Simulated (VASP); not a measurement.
MgO, 2 atoms in the cell. The structure is cubic, space group Fm-3m (No. 225). The conventional cell has a = 4.276 Å, b = 4.276 Å, c = 4.276 Å, α = 90.00°, β = 90.00°, γ = 90.00°. Within 2.8 Å of Mg (site symmetry m-3m) lie 6 O at 2.14 Å. O (site symmetry m-3m) has 6 Mg at 2.14 Å within 2.8 Å.  This cell differs from its parent crystal: volume scaled by 1.06.

```yaml
Program: VASP 6.6.1
Task: single point
Functional: LDA
Potentials_or_basis: VASP PAW LDA potentials, release 64 (Mg, O)
Cutoff: 520 eV
k_mesh: 11 × 11 × 11
Occupations: tetrahedron
Spin: no spin polarisation
Dipole_correction: no
Further_INCAR_settings: ALGO = Normal; EDIFF = 1e-07; NBANDS = 11
```

Potentials or basis: VASP PAW LDA potentials, release 64 (Mg, O).

Run with:

```sh
$ cat potpaw_LDA.64/Mg/POTCAR potpaw_LDA.64/O/POTCAR > POTCAR
$ mpirun -np 1 vasp_std > vasp.out
```

Hardware: 1 thread of AMD EPYC 7R13 Processor (Zen 3), on a shared host.

**Question.** Estimate the wall time of this run.

**Answer.** It took 9.6 s on 1 thread of AMD EPYC 7R13 Processor (Zen 3), on a shared host, peak memory 0.1 GiB. Counts: scf iterations 12, k points 56.
